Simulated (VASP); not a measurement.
Hf:

```
CELL_PARAMETERS angstrom
-1.80500 1.80500 1.80500
1.80500 -1.80500 1.80500
1.80500 1.80500 -1.80500
ATOMIC_POSITIONS crystal
Hf 0.00000 0.00000 0.00000
```

```yaml
Program: VASP 6.6.1
Task: relaxation of cell and atoms
Functional: LDA
Potentials_or_basis: VASP PAW LDA potentials, release 64 (Hf_pv)
Cutoff: 600 eV
k_mesh: 10 × 10 × 10
Occupations: fermi-dirac, width 0.05 eV
Spin: no spin polarisation
```

At the start: pressure -12.6 GPa; volume 23.52 Å³/atom.

Question: How do energy, volume and symmetry change on relaxing?

Answer: Over 5 steps the energy falls by 133.2 meV/atom and the volume is 20.46 Å³/atom (-13.0 %); space group Im-3m (No. 229, to 0.05 Å).

Step by step:
| step | energy change (eV) | largest force (eV/Å) | pressure (GPa) | volume (Å³) |
| --- | --- | --- | --- | --- |
| 1 | 0.0000 | 0.0000 | -12.62 | 23.52 |
| 2 | 0.0100 | 0.0000 | 19.24 | 17.76 |
| 3 | -0.1331 | 0.0000 | -0.23 | 20.49 |
| 4 | -0.1332 | 0.0000 | 0.09 | 20.43 |
| 5 | -0.1332 | 0.0000 | -0.07 | 20.46 |

Final structure:
```yaml
crystal:
  lattice:
    - [-1.72298, 1.72298, 1.72298]
    - [1.72298, -1.72298, 1.72298]
    - [1.72298, 1.72298, -1.72298]
  atoms:
    - { symbol: Hf, position: [0.00000, 0.00000, 0.00000] }
```

Caveat: the volume moved by -13 % from the deposited cell, more than functionals usually miss.
